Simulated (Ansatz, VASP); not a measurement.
# One calculation of Mg, two programs

```
Mg
1.0
     3.13389    0.00000    0.00000
    -1.56695    2.71403    0.00000
     0.00000    0.00000   10.17940
Mg
4
Direct
  0.66667 0.33333 0.75000
  0.00000 0.00000 0.50000
  0.33333 0.66667 0.25000
  0.00000 0.00000 0.00000
```

Change from the starting cell: volume scaled by 0.96.

Alike in both runs: task single point; functional LDA; k mesh 10 × 10 × 3; occupations fermi-dirac, width 0.05 eV; no spin polarisation.

|  | VASP | Ansatz |
| --- | --- | --- |
| version | VASP 6.6.1 | Ansatz 0.2.0 |
| potentials or method | VASP PAW LDA potentials, release 64 (Mg), cutoff 520 eV | all-electron LAPW, scalar-relativistic |

```tsv
	VASP	Ansatz	Ansatz less VASP
gap on the k mesh at the Fermi level (eV)	none	none	-
pressure (GPa)	-0.1	0.2	+0.36
traceless stress, the component that is largest in VASP (GPa)	0.63	0.65	+0.012
```

LDA's correlation is that of Perdew and Zunger in VASP and of Perdew and Wang (1992) in Ansatz. A gap of «none» marks a metal or a gap that the smearing closes. Ansatz ran all-electron here, and VASP with PAW potentials.
